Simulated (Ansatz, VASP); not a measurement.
# InP3 in VASP and in Ansatz

```
CELL_PARAMETERS angstrom
4.04082 2.33297 3.09971
-4.04082 2.33297 3.09971
0.00000 -4.66594 3.09971
ATOMIC_POSITIONS crystal
In 0.27025 0.27025 0.27025
In 0.72975 0.72975 0.72975
P 0.79829 0.24470 0.79829
P 0.79829 0.79829 0.24470
P 0.24470 0.79829 0.79829
P 0.20171 0.75530 0.20171
P 0.75530 0.20171 0.20171
P 0.20171 0.20171 0.75530
```

Change from the starting cell: strain +0.080 along x and y, -0.080 along z, atoms carried along.

Alike in both runs: task single point; functional r2SCAN; k mesh 6 × 6 × 6; occupations gaussian, width 0.15 eV; no spin polarisation.

|  | VASP | Ansatz |
| --- | --- | --- |
| version | VASP 6.6.1 | Ansatz 0.2.0 |
| potentials or method | VASP PAW PBE potentials, release 64 (In_d, P), cutoff 550 eV | scalar-relativistic, plane waves, PAW |
| valence electrons in the cell | 56 | 56 |

Ansatz gave:

| Quantity | Value |
| --- | --- |
| gap on the k mesh at the Fermi level (eV) | none |
| pressure (GPa) | -6.8 |
| traceless stress, the component that is largest in VASP (GPa) | 7.89 |
| rms of the force components (eV/Å) | 0.403 |

Problem. Which values does VASP return?

Solution. gap on the k mesh at the Fermi level (eV): none; pressure (GPa): -7.1; traceless stress, the component that is largest in VASP (GPa): 8.02; rms of the force components (eV/Å): 0.423.

VASP's potentials were made for PBE, not for r2SCAN. Atom by atom the forces differ by 0.027 eV/Å (rms over components). A gap of «none» marks a metal or a gap that the smearing closes. The functional is the same, so the differences come from potentials, cutoffs and numerics.
